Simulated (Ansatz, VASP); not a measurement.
One calculation of NbN, two programs

```
Nb N
1.0
     3.07987    0.00000    0.00000
     0.00000    3.07987    0.00000
     0.00000    0.00000   20.35560
Nb N
3 3
Cartesian
  0.7700 0.7700 8.1158
  2.3099 2.3099 10.1778
  0.7700 0.7700 12.2398
  2.3099 2.3099 7.8987
  0.7700 0.7700 10.1778
  2.3099 2.3099 12.4569
```

Alike in both runs: functional LDA; k mesh 11 × 11 × 1; occupations fermi-dirac, width 0.05 eV; no spin polarisation.

Ansatz relaxed the structure, and its values are those at the end. VASP's run is a single point on that final structure, the one shown.

|  | VASP | Ansatz |
| --- | --- | --- |
| version | VASP 6.6.1 | Ansatz 0.2.0 |
| potentials or method | VASP PAW LDA potentials, release 64 (Nb_sv, N), cutoff 520 eV | all-electron LAPW, scalar-relativistic |

```csv
,VASP,Ansatz,Ansatz less VASP
rms of the force components (eV/Å),0.003,0.001,-0.0020
```

LDA's correlation is that of Perdew and Zunger in VASP and of Perdew and Wang (1992) in Ansatz. Ansatz ran all-electron here, and VASP with PAW potentials.
